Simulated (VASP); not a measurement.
# CdS: relaxation of cell and atoms with r2SCAN

The system is CdS.

```
Cd S
1.0
     4.16884    0.00000    0.00000
    -2.08442    3.61032    0.00000
     0.00000    0.00000    6.77962
Cd S
2 2
Direct
  0.66667 0.33333 0.50022
  0.33333 0.66667 0.00022
  0.66667 0.33333 0.87678
  0.33333 0.66667 0.37678
```

| Item | Value |
| --- | --- |
| Program | VASP 6.6.1 |
| Task | relaxation of cell and atoms |
| Functional | r2SCAN |
| Potentials or basis | VASP PAW PBE potentials, release 64 (Cd, S) |
| Cutoff | 600 eV |
| k mesh | 6 × 6 × 4 |
| Occupations | gaussian, width 0.02 eV |
| Spin | no spin polarisation |
| Dipole correction | no |
| Further INCAR settings | ALGO = Normal; EDIFF = 1e-07; IBRION = 2; EDIFFG = -0.002; NSW = 100; ISIF = 3 |

* Energy gained by relaxing: 0.0 meV/atom
* Ionic steps: 5
* Pressure after relaxing: 0.0 GPa
* Band gap on the k mesh: 1.62 eV

Final structure:
```cif
data_structure
_symmetry_space_group_name_H-M 'P 1'
_symmetry_Int_Tables_number 1
_cell_length_a 4.1699
_cell_length_b 4.1699
_cell_length_c 6.7765
_cell_angle_alpha 90.000
_cell_angle_beta 90.000
_cell_angle_gamma 120.000
_cell_volume 102.04
loop_
_atom_site_label
_atom_site_type_symbol
_atom_site_fract_x
_atom_site_fract_y
_atom_site_fract_z
_atom_site_occupancy
Cd1 Cd 0.66667 0.33333 0.50006 1
Cd2 Cd 0.33333 0.66667 0.00006 1
S1 S 0.66667 0.33333 0.87694 1
S2 S 0.33333 0.66667 0.37694 1
```

Levels at points of the mesh, in eV from the valence-band top:
```csv
k point,band 16,band 17,band 18,band 19,band 20,band 21
"(0.00, 0.00, 0.00)",-0.04,0.00,0.00,1.62,3.22,6.99
"(0.50, 0.00, 0.00)",-1.84,-1.25,-0.74,4.14,4.25,5.43
"(0.00, 0.00, 0.50)",-0.38,-0.38,-0.38,3.25,3.25,6.62
"(0.50, 0.00, 0.50)",-1.32,-1.29,-1.29,3.87,3.87,5.79
```

It took 11 min on 1 thread of Intel Xeon 8259CL, on a shared host, peak memory 0.31 GiB.

Caveat: the PAW data sets were made with another functional, which shifts forces and pressure a little.
